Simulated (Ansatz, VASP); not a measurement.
**One calculation of Sn, two programs**

File INCAR:

```
SYSTEM = Sn
ALGO     = Fast           ! electronic algorithm
EDIFF    = 1E-7           ! SCF threshold, eV
ENCUT    = 520            ! plane-wave cutoff, eV
GGA      = PE             ! functional
ISIF     = 2              ! what is computed and relaxed
ISMEAR   = 0              ! smearing method
LASPH    = .True.         ! aspherical terms in the spheres
LCHARG   = .False.        ! write CHGCAR
LREAL    = .False.        ! projectors in reciprocal space
LWAVE    = .False.        ! write WAVECAR
NBANDS   = 13             ! bands
NELM     = 60             ! most SCF steps
PREC     = Accurate       ! precision mode
SIGMA    = 0.1            ! smearing width, eV
```

The input KPOINTS:

```
k-points
0
Gamma
  6 6 6
  0 0 0
```

Contents of POSCAR:

```
Sn
1.0
   -1.8946518192      1.8946518192      1.8946518192
    1.8946518192     -1.8946518192      1.8946518192
    1.8946518192      1.8946518192     -1.8946518192
Sn
1
Direct
    0.0000000000      0.0000000000      0.0000000000
```

Input for Ansatz:

```yaml
crystal:
  lattice:
    - [-1.8946518192, 1.8946518192, 1.8946518192]
    - [1.8946518192, -1.8946518192, 1.8946518192]
    - [1.8946518192, 1.8946518192, -1.8946518192]
  atoms:
    - { symbol: Sn, position: [0.0, 0.0, 0.0] }
basis:
  ecutwfc: "18 Ha"
kpoints:
  mp_grid: { grid: [6, 6, 6] }
hamiltonian:
  xc: pbe
scf:
  occupations: { method: gaussian, width: 0.1 }
output:
  forces: true
  stress: true
  eigenvalues: true
```

Alike in both runs: task single point; functional PBE; k mesh 6 × 6 × 6; occupations gaussian, width 0.1 eV; no spin polarisation.

```csv
,VASP,Ansatz
version,VASP 6.6.1,Ansatz 0.2.0
potentials or method,"VASP PAW PBE potentials, release 64 (Sn_d), cutoff 520 eV","scalar-relativistic, plane waves, PAW"
valence electrons in the cell,14,14
```

|  | VASP | Ansatz | Ansatz less VASP |
| --- | --- | --- | --- |
| gap on the k mesh at the Fermi level (eV) | none | none | - |
| pressure (GPa) | 0.5 | 0.7 | +0.26 |

A gap of «none» marks a metal or a gap that the smearing closes.

The k mesh is coarse, so the values compare programs but aren't converged.
